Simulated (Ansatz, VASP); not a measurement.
**Two plane-wave programs on RbBr**

File INCAR:

```
ALGO = Normal
EDIFF = 1E-6
ENCUT = 520
ISIF = 2
ISMEAR = 0
LASPH = True
LCHARG = False
LREAL = False
LWAVE = False
NBANDS = 15
NELM = 100
PREC = Accurate
SIGMA = 0.05
```

File KPOINTS:

```
k-points
0
Gamma
  6 6 6
```

POSCAR

```
RbBr
1.0
    0.0000000000      3.4275000000      3.2904000000
    3.4275000000      0.0000000000      3.2904000000
    3.4275000000      3.4275000000      0.0000000000
Rb Br
1 1
Direct
    0.0000000000      0.0000000000      0.0000000000
    0.5000000000      0.5000000000      0.5000000000
```

Input for Ansatz:

```yaml
crystal:
  lattice:
    - [0.0, 3.4275, 3.2904]
    - [3.4275, 0.0, 3.2904]
    - [3.4275, 3.4275, 0.0]
  atoms:
    - { symbol: Rb, position: [0.0, 0.0, 0.0] }
    - { symbol: Br, position: [0.5, 0.5, 0.5] }
basis:
  ecutwfc: 420
kpoints:
  mp_grid: { grid: [6, 6, 6] }
hamiltonian:
  xc: lda
scf:
  occupations: { method: gaussian, width: 0.05 }
output:
  forces: true
  stress: true
  eigenvalues: true
```

Change from the starting cell: strain +0.000 along x and y, -0.040 along z, atoms carried along.

Alike in both runs: task single point; functional LDA; k mesh 6 × 6 × 6; occupations gaussian, width 0.05 eV; no spin polarisation.

```csv
,VASP,Ansatz
version,VASP 6.6.1,Ansatz 0.2.0
potentials or method,"VASP PAW LDA potentials, release 64 (Rb_sv, Br), cutoff 520 eV","scalar-relativistic, plane waves, PAW"
valence electrons in the cell,16,16
```

|  | VASP | Ansatz | Ansatz less VASP |
| --- | --- | --- | --- |
| gap on the k mesh at the Fermi level (eV) | 4.01 | 4.00 | -0.010 |
| least direct gap on the mesh (eV) | 4.01 | 4.00 | -0.010 |
| pressure (GPa) | -0.5 | -0.6 | -0.06 |
| traceless stress, the component that is largest in VASP (GPa) | 1.00 | 0.98 | -0.020 |

LDA's correlation is that of Perdew and Zunger in VASP and of Perdew and Wang (1992) in Ansatz.
